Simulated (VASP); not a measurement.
# Si16N (a cell with a defect) in VASP: a series of runs

The runs below take Si16N (a cell with a defect) through single point, with PBEsol.

Program: VASP 6.6.1. These are calculated values, not measurements. Logs are shortened: lines on timing, memory, paths and dates and some standing lists are left out, and cuts for length are marked.

### 1 The cell of the first run

The cell holds a defect, 17 atoms: a = 7.679 Å, b = 7.679 Å, c = 7.679 Å, α = 60.00°, β = 60.00°, γ = 60.00°.

### 2 Single point, PBEsol, collinear spin, zero start

INCAR

```
SYSTEM = Si16N
  PREC = Accurate
  ENCUT = 520
  EDIFF = 1E-6
  ISMEAR = 0
  SIGMA = 0.02
  LREAL = Auto
  LASPH = .True.
  NELM = 150
  ALGO = Normal
  ISIF = 2
  LWAVE = .False.
  LCHARG = .True.
  ISPIN = 2
  MAGMOM = 0 0 0 0 0 0 0 0 0 0 0 0 0 0 0 0 0
  LORBIT = 11
  GGA = PS
  LELF = .True.
  LVHAR = .True.
  NBANDS = 52
```

KPOINTS

```
Automatic mesh
0
Gamma
  2 2 2
  0 0 0
```

POSCAR

```
Si16N
1.0
    0.0000000000      5.4300000000      5.4300000000
    5.4300000000      0.0000000000      5.4300000000
    5.4300000000      5.4300000000      0.0000000000
Si N
16 1
Direct
   -0.0176379374     -0.0005535912      0.0123983425
    0.0806611418      0.1208038674      0.1634948435
    0.0171418969     -0.0265279006      0.5344967772
    0.2001231123      0.0866870166      0.6128553407
   -0.0227687845      0.4930623389      0.0093984346
    0.1067129834      0.6250512891      0.1203540516
    0.0462630755      0.4640639963      0.4911813076
    0.1405195212      0.5984797422      0.6371631676
    0.4534333333     -0.0191195212      0.0629749540
    0.6308134438      0.1718674033      0.0336790055
    0.5815930018     -0.0486423573      0.5149613260
    0.6409833333      0.0807133517      0.6959684162
    0.4775430939      0.5395051565     -0.0332819521
    0.6031791897      0.6059486188      0.1474233886
    0.5155648250      0.4543254144      0.5222429098
    0.6712129834      0.5884389503      0.6068253223
    0.6865213628      1.0816355433      0.2611147330
```

Potentials or basis: VASP PAW PBE potentials, release 64 (Si, N).

On the command line:

```console
$ cat potpaw_PBE.64/Si/POTCAR potpaw_PBE.64/N/POTCAR > POTCAR
$ mpirun -np 1 vasp_std > vasp.out
```

OUTCAR:

```text
SYSTEM = Si16N
   PREC = Accurate
   ENCUT = 520
   EDIFF = 1E-6
   ISMEAR = 0
   LREAL = Auto
   LASPH = .True.
   NELM = 150
   ISIF = 2
   ISPIN = 2
   LORBIT = 11
   GGA = PS

 ion  position               nearest neighbor table
   1  0.982  0.999  0.012-  17 2.15  10 2.30   2 2.33   6 2.35   4 2.57
   2  0.081  0.121  0.163-   1 2.33   9 2.34   5 2.34   3 2.36
   3  0.017  0.973  0.534-   8 2.36   2 2.36  12 2.37   4 2.38
   4  0.200  0.087  0.613-   7 2.37   3 2.38  11 2.40   1 2.57
   5  0.977  0.493  0.009-   6 2.34   2 2.34  14 2.35   8 2.35
   6  0.107  0.625  0.120-   5 2.34  13 2.34   1 2.35   7 2.36
   7  0.046  0.464  0.491-  16 2.35   8 2.36   6 2.36   4 2.37
   8  0.141  0.598  0.637-   5 2.35  15 2.35   3 2.36   7 2.36
   9  0.453  0.981  0.063-  10 2.33   2 2.34  12 2.34  14 2.37
  10  0.631  0.172  0.034-  17 1.72   1 2.30   9 2.33  13 2.33  12 2.96  11 3.11
  11  0.582  0.951  0.515-  17 1.65  16 2.31  12 2.37   4 2.40  10 3.11
  12  0.641  0.081  0.696-   9 2.34  11 2.37   3 2.37  15 2.37  10 2.96
  13  0.478  0.540  0.967-  16 2.32  10 2.33   6 2.34  14 2.38
  14  0.603  0.606  0.147-   5 2.35  15 2.36   9 2.37  13 2.38
  15  0.516  0.454  0.522-   8 2.35  16 2.36  14 2.36  12 2.37
  16  0.671  0.588  0.607-  11 2.31  13 2.32   7 2.35  15 2.36
  17  0.687  0.082  0.261-  11 1.65  10 1.72   1 2.15

  LATTYP: Found a face centered cubic cell.
 ALAT       =    10.8600000000

  Lattice vectors:

 A1 = (   0.0000000000,   5.4300000000,   5.4300000000)
 A2 = (   5.4300000000,   0.0000000000,   5.4300000000)
 A3 = (   5.4300000000,   5.4300000000,   0.0000000000)

Analysis of symmetry for initial positions (statically):
=====================================================================
 Subroutine PRICEL returns:
 Original cell was already a primitive cell.

 Routine SETGRP: Setting up the symmetry group for a
 face centered cubic supercell.

 Subroutine GETGRP returns: Found  1 space group operations
 (whereof  1 operations were pure point group operations)
 out of a pool of 48 trial point group operations.

The static configuration has the point symmetry C_1 .

Analysis of symmetry for dynamics (positions and initial velocities):
=====================================================================
 Subroutine PRICEL returns:
 Original cell was already a primitive cell.

 Routine SETGRP: Setting up the symmetry group for a
 face centered cubic supercell.

 Subroutine GETGRP returns: Found  1 space group operations
 (whereof  1 operations were pure point group operations)
 out of a pool of 48 trial point group operations.

The dynamic configuration has the point symmetry C_1 .

Analysis of structural, dynamic, and magnetic symmetry:
=====================================================================
 Subroutine PRICEL returns:
 Original cell was already a primitive cell.

 Routine SETGRP: Setting up the symmetry group for a
 face centered cubic supercell.

 Subroutine GETGRP returns: Found  1 space group operations
 (whereof  1 operations were pure point group operations)
 out of a pool of 48 trial point group operations.

The overall configuration has the point symmetry C_1 .

 Subroutine INISYM returns: Found  1 space group operations
 (whereof  1 operations are pure point group operations),
 and found     1 'primitive' translations

----------------------------------------------------------------------------------------

                                     Primitive cell

  volume of cell :     320.2060

  direct lattice vectors                    reciprocal lattice vectors
     0.000000000  5.430000000  5.430000000    -0.092081031  0.092081031  0.092081031
     5.430000000  0.000000000  5.430000000     0.092081031 -0.092081031  0.092081031
     5.430000000  5.430000000  0.000000000     0.092081031  0.092081031 -0.092081031

  length of vectors
     7.679179644  7.679179644  7.679179644     0.159489025  0.159489025  0.159489025

  position of ions in fractional coordinates (direct lattice)
     0.982362063  0.999446409  0.012398342
     0.080661142  0.120803867  0.163494843
[... 75 lines left out ...]
   dimension x,y,z NGX =    60 NGY =   60 NGZ =   60
   dimension x,y,z NGXF=   120 NGYF=  120 NGZF=  120
   ions per type =              16   1
   NGX,Y,Z   is equivalent  to a cutoff of  12.99, 12.99, 12.99 a.u.
   NGXF,Y,Z  is equivalent  to a cutoff of  25.98, 25.98, 25.98 a.u.
 SYSTEM =  Si16N
   PREC   = accura    normal or accurate (medium, high low for compatibility)
   ISTART =      0    job   : 0-new  1-cont  2-samecut
   ICHARG =      2    charge: 1-file 2-atom 10-const
   ISPIN  =      2    spin polarized calculation?
   LNONCOLLINEAR =      F non collinear calculations
   LSORBIT =      F    spin-orbit coupling
   LASPH  =      T    aspherical Exc in radial PAW
   ENCUT  =  520.0 eV  38.22 Ry    6.18 a.u.  14.28 14.28 14.28*2*pi/ulx,y,z
   NELM   =    150;   NELMIN=  2; NELMDL= -5     # of ELM steps
   EDIFF  = 0.1E-05   stopping-criterion for ELM
   LREAL  =      T    real-space projection
   EDIFFG = 0.1E-04   stopping-criterion for IOM
   NSW    =      0    number of steps for IOM
   IBRION =     -1    ionic relax: 0-MD 1-quasi-New 2-CG
   NFREE  =      0    steps in history (QN), initial steepest desc. (CG)
   ISIF   =      2    stress and relaxation
   ISYM   =      2    0-nonsym 1-usesym 2-fastsym
   POTIM  = 0.5000    time-step for ionic-motion
   TEBEG  =    0.0;   TEEND  =   0.0 temperature during run
   PSTRESS=    0.0 pullay stress
   NELECT =      69.0000    total number of electrons
   NUPDOWN=      -1.0000    fix difference up-down
   EMIN   =  10.00;   EMAX   =-10.00  energy-range for DOS
   EFERMI =   0.00;   METHOD = LEGACY
   ISMEAR =     0;   SIGMA  =   0.02  broadening in eV -4-tet -1-fermi 0-gaus
   EFERMI_NEDOS =   21; number of points for ismear=-14 and -15
   IALGO  =     38    algorithm
   IMIX   =      4    mixing-type and parameters
     AMIX     =   0.40;   BMIX     =  1.00
     AMIX_MAG =   1.60;   BMIX_MAG =  1.00
  volume/ion in A,a.u.               =      18.84       127.11
  Fermi-wavevector in a.u.,A,eV,Ry     =   0.981480  1.854728 13.106528  0.963303
  Thomas-Fermi vector in A             =   2.112490
   LORBIT       =     11    0 simple, 1 ext, 2 COOP (PROOUT), +10 PAW based schemes
   GGA     = PS    functional components
   LHFCALC =     F    Hartree Fock is set to
   AEXX    =    0.0000 exact exchange contribution
   IVDW    =     0    specifies the selected vdW correction
   LEPSILON=     F    determine dielectric tensor
   LRPA    =     F    only Hartree local field effects (RPA)
 spin polarized calculation
 Gauss-broadening in eV      SIGMA  =   0.02
  energy-cutoff  :      520.00
  volume of cell :      320.21
 maximum number of plane-waves:      8646
 NGX is ok and might be reduce to    60
   NGX = 29   NGY = 29   NGZ = 29

 number of electron      69.0000000 magnetization       0.0000103

 number of electron      69.0000000 magnetization      -0.0000005

 Free energy of the ion-electron system (eV)
  ---------------------------------------------------
  ext. energy  EPLUGINS =         0.00000000
  ---------------------------------------------------
  free energy    TOTEN  =       -97.54416654 eV

  energy without entropy =      -97.54331993  energy(sigma->0) =      -97.54374324

 E-fermi :   5.9805     XC(G=0):  -9.7107

 val. band max:        5.9585521369   @ k =   0.5000   0.0000   0.5000
 cond. band min:       6.0024346630   @ k =   0.0000   0.5000   0.5000
 fundamental gap:      0.0438825262
 Fermi energy:         5.9804933828

 spin component 1

 k-point     1 :       0.0000    0.0000    0.0000
  band No.  band energies     occupation
      1     -10.0097      1.00000
      2      -5.7659      1.00000
      3      -4.2216      1.00000
      4      -3.7809      1.00000
      5      -3.7052      1.00000
      6      -3.2307      1.00000
[... 381 lines left out ...]
     45       9.9083      0.00000
     46      10.0310      0.00000
 Fermi energy:         5.9804933828

 spin component 2

 k-point     1 :       0.0000    0.0000    0.0000
  band No.  band energies     occupation
      1     -10.0097      1.00000
      2      -5.7659      1.00000
      3      -4.2216      1.00000
      4      -3.7809      1.00000
      5      -3.7052      1.00000
      6      -3.2307      1.00000
[... 381 lines left out ...]
     45       9.9083      0.00000
     46      10.0310      0.00000
 [bands above 46 left out]

------------------------ aborting loop because EDIFF is reached ----------------------------------------

  FORCE on cell =-STRESS in cart. coord.  units (eV):
  Direction    XX          YY          ZZ          XY          YZ          ZX
  --------------------------------------------------------------------------------------
  -------------------------------------------------------------------------------------
  Total       -0.7698803      4.4956730      3.8578265      0.2663125     -2.0050496     -0.2798627
  in kB       -3.8521601     22.4944726     19.3029547      1.3325166    -10.0324318     -1.4003160
  external PRESSURE =      12.6484224 kB  Pullay stress =       0.0000000 kB

 VOLUME and BASIS-vectors are now :
 -----------------------------------------------------------------------------
  energy-cutoff  :      520.00
  volume of cell :      320.21
      direct lattice vectors                 reciprocal lattice vectors
     0.000000000  5.430000000  5.430000000    -0.092081031  0.092081031  0.092081031
     5.430000000  0.000000000  5.430000000     0.092081031 -0.092081031  0.092081031
     5.430000000  5.430000000  0.000000000     0.092081031  0.092081031 -0.092081031

 POSITION                                       TOTAL-FORCE (eV/Angst)
 -----------------------------------------------------------------------------------
      5.49432      5.40155     10.76122        -0.264109      0.362085      0.284843
      1.54374      1.32577      1.09395        -0.136142      0.160079      0.167961
      8.18827      2.99540      5.37903         0.026959     -0.027035      0.032689
      3.79852      4.41447      1.55738         0.351860      0.006282     -0.400649
      2.72836      5.35740      7.98369        -0.050375      0.036166     -0.056256
      4.04755      1.23297      3.97348         0.061596      0.133088      0.020654
[... 9 lines left out ...]
      6.49029      6.93975      6.83991         0.115499     -0.124572     -0.024521
      1.86113      5.14566      4.17109        -0.857326     -0.474020      1.712040
 -----------------------------------------------------------------------------------
    total drift:                                0.001334      0.003105      0.003284

  FREE ENERGIE OF THE ION-ELECTRON SYSTEM (eV)
  ---------------------------------------------------
  free  energy   TOTEN  =       -97.5441665439 eV

  energy  without entropy=      -97.5433199338  energy(sigma->0) =      -97.54374324

 total charge

# of ion       s       p       d       tot
------------------------------------------
    1        0.757   0.872   0.000   1.630
    2        0.754   0.926   0.000   1.680
    3        0.745   0.927   0.000   1.672
    4        0.771   0.875   0.000   1.647
    5        0.741   0.956   0.000   1.696
    6        0.743   0.946   0.000   1.689
[... 9 lines left out ...]
   16        0.748   0.955   0.000   1.703
   17        1.264   2.545   0.000   3.809
--------------------------------------------------
tot         13.273  17.466   0.000  30.740

 magnetization (x)

# of ion       s       p       d       tot
------------------------------------------
    1       -0.000  -0.000   0.000  -0.000
    2        0.000   0.000   0.000   0.000
    3       -0.000  -0.000   0.000  -0.000
    4       -0.000   0.000   0.000   0.000
    5       -0.000  -0.000   0.000  -0.000
    6        0.000   0.000   0.000   0.000
[... 9 lines left out ...]
   16        0.000  -0.000   0.000  -0.000
   17       -0.000  -0.000   0.000  -0.000
--------------------------------------------------
tot         -0.000  -0.000   0.000  -0.000
```

Run time: 5.6 min. Hardware: 1 thread of Intel Xeon 6975P-C (Granite Rapids), shared host; peak memory 0.7 GiB.

What came out:

```yaml
Free_energy: -97.5442 eV
Pressure: 1.3 GPa
Largest_force: 1.973 eV/Å
Net_moment: 0.00 μB per cell
Valence_electrons_inside_the_program's_atomic_spheres: Si 1.63, 1.68, 1.67, 1.65, 1.70, 1.69, 1.71 (each value once); N 3.81
```

Forces in eV/Å, atoms in the order of the input:
```
Si  -0.264  0.362  0.285
Si  -0.136  0.160  0.168
Si   0.027 -0.027  0.033
Si   0.352  0.006 -0.401
Si  -0.050  0.036 -0.056
Si   0.062  0.133  0.021
Si   0.020  0.016 -0.136
Si   0.004 -0.053  0.022
Si  -0.217  0.003  0.166
Si   0.651 -0.060 -0.888
Si   0.723  0.210 -1.118
Si  -0.360 -0.280  0.057
Si  -0.062  0.163  0.044
Si  -0.066 -0.027  0.014
Si   0.058 -0.044  0.102
Si   0.115 -0.125 -0.025
N   -0.857 -0.474  1.712
```

Stress tensor (GPa, compression positive):
```
-0.39  0.13 -0.14
 0.13  2.25 -1.00
-0.14 -1.00  1.93
```

Caveat: the k points lie up to 0.50 Å⁻¹ apart; the PAW data sets were made with another functional, which shifts forces and pressure a little.

[end of part 1 of 2]
